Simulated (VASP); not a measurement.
A run of VASP 6.6.1 is set up as follows.

INCAR

```
  PREC = Accurate
  ENCUT = 520
  EDIFF = 1E-6
  ISMEAR = 0
  SIGMA = 0.02
  LREAL = False
  LASPH = True
  NELM = 60
  ALGO = Normal
  ISIF = 2
  LWAVE = False
  LCHARG = False
  GGA = PS
  NBANDS = 22
```

The input KPOINTS:

```
Automatic mesh
0
Gamma
  8 8 8
```

The input POSCAR:

```
InSb3
1.0
    0.0000000000      3.7945550000      3.7945550000
    3.7945550000      0.0000000000      3.7945550000
    3.7945550000      3.7945550000      0.0000000000
Sb In
3 1
Direct
    0.5131767757      0.5131767757      0.4868232243
    0.7500000000      0.7500000000      0.7500000000
    0.2500000000      0.2500000000      0.2500000000
    0.0000000000      0.0000000000      0.0000000000
```

Potentials or basis: VASP PAW PBE potentials, release 64 (Sb, In_d).

Run with:

```console
$ cat potpaw_PBE.64/Sb/POTCAR potpaw_PBE.64/In_d/POTCAR > POTCAR
$ mpirun -np 1 vasp_std > vasp.out
```

(1) Estimate the band gap on the k mesh.

(2) Predict the largest force.

(3) Predict the pressure.

Results:

(1) zero (band 14 reaches 8.96 eV, above the bottom of band 15 at 5.63 eV).

(2) 0.155 eV/Å.

(3) -3.3 GPa.

Caveat: the PAW data sets were made with another functional, which shifts forces and pressure a little; spin-orbit coupling is left out, which moves the levels of the heavy elements.
